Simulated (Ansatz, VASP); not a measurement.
## One calculation of KCl, two programs

```
K Cl
1.0
     3.74322    0.00000    0.00000
     0.00000    3.74322    0.00000
     0.00000    0.00000    4.03116
K Cl
1 1
Cartesian
  0.0000 0.0000 0.0000
  1.8716 1.8716 2.0156
```

Change from the starting cell: strain -0.025 along x and y, +0.050 along z, atoms carried along.

Alike in both runs: task single point; functional PBEsol; k mesh 6 × 6 × 6; occupations gaussian, width 0.05 eV; no spin polarisation.

```csv
,VASP,Ansatz
version,VASP 6.6.1,Ansatz 0.2.0
potentials or method,"VASP PAW PBE potentials, release 64 (K_sv, Cl), cutoff 520 eV","scalar-relativistic, plane waves, PAW"
valence electrons in the cell,16,16
```

```tsv
	VASP	Ansatz	Ansatz less VASP
gap on the k mesh at the Fermi level (eV)	4.43	4.44	+0.003
least direct gap on the mesh (eV)	4.63	4.63	+0.002
pressure (GPa)	-1.4	-1.4	-0.02
traceless stress, the component that is largest in VASP (GPa)	-2.08	-2.09	-0.005
```

VASP's potentials were made for PBE, not for PBEsol. With one functional, cell and mesh, what is left measures potentials, basis and numerics.
